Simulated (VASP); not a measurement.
Ca: single point with PBEsol

Ca:

```
Ca
1.0
     0.00000    2.72799    2.72799
     2.72799    0.00000    2.72799
     2.72799    2.72799    0.00000
Ca
1
Direct
  0.00000 0.00000 0.00000
```

```json
{
 "Program": "VASP 6.6.1",
 "Task": "single point",
 "Functional": "PBEsol",
 "Potentials or basis": "VASP PAW PBE potentials, release 64 (Ca_sv)",
 "Cutoff": "520 eV",
 "k mesh": "16 × 16 × 16",
 "Occupations": "fermi-dirac, width 0.1 eV",
 "Spin": "no spin polarisation"
}
```

* Pressure: 0.0 GPa
* Band gap on the k mesh: zero (band 5 reaches 2.22 eV, above the bottom of band 6 at 1.92 eV)

Levels at points of the mesh, in eV from the Fermi level:
```tsv
k point	band 1	band 2	band 3	band 4	band 5	band 6	band 7	band 8	band 9	band 10
(0.00, 0.00, 0.00)	-41.74	-22.73	-22.73	-22.73	-4.10	2.38	2.38	2.38	3.51	3.51
(0.50, 0.00, 0.00)	-41.73	-22.89	-22.75	-22.75	-1.02	-0.12	2.26	2.26	4.24	4.24
(0.50, 0.50, 0.00)	-41.72	-22.88	-22.79	-22.79	-0.50	0.54	1.04	4.23	4.43	4.43
```

Wall time 59 s on 1 thread of Intel(R) Xeon(R) Platinum 8259CL CPU @ 2.50GHz (Skylake/Cascade Lake) (shared host), peak memory 0.21 GiB.

Caveat: the PAW data sets were made with another functional, which shifts forces and pressure a little.
